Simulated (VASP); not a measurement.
Here is a VASP 6.6.1 calculation.

File INCAR:

```
SYSTEM = Nb
PREC = Accurate
ENCUT = 520
EDIFF = 1E-6
ISMEAR = 0
SIGMA = 0.15
LREAL = .FALSE.
LASPH = .TRUE.
NELM = 80
ALGO = Fast
ISIF = 2
LWAVE = .FALSE.
LCHARG = .FALSE.
GGA = PS
NBANDS = 12
```

Contents of KPOINTS:

```
Automatic mesh
0
G
  20 20 20
  0 0 0
```

File POSCAR:

```
Nb
1.0
   -1.6639500000      1.6639500000      1.4975550000
    1.6639500000     -1.6639500000      1.4975550000
    1.6639500000      1.6639500000     -1.4975550000
Nb
1
Direct
    0.0000000000      0.0000000000      0.0000000000
```

Potentials or basis: VASP PAW PBE potentials, release 64 (Nb_sv).

Command:

```console
$ cat potpaw_PBE.64/Nb_sv/POTCAR > POTCAR
$ mpirun -np 1 vasp_std > vasp.out
```

Estimate the pressure.

11.8 GPa.

Stress tensor (GPa, compression positive):
```
 7.20  0.00  0.00
 0.00  7.20  0.00
 0.00  0.00 20.93
```

Caveat: the cell differs from its parent crystal (strain -0.1000 x Voigt [0, 0, 1, 0, 0, 0]); the PAW data sets were made with another functional, which shifts forces and pressure a little.
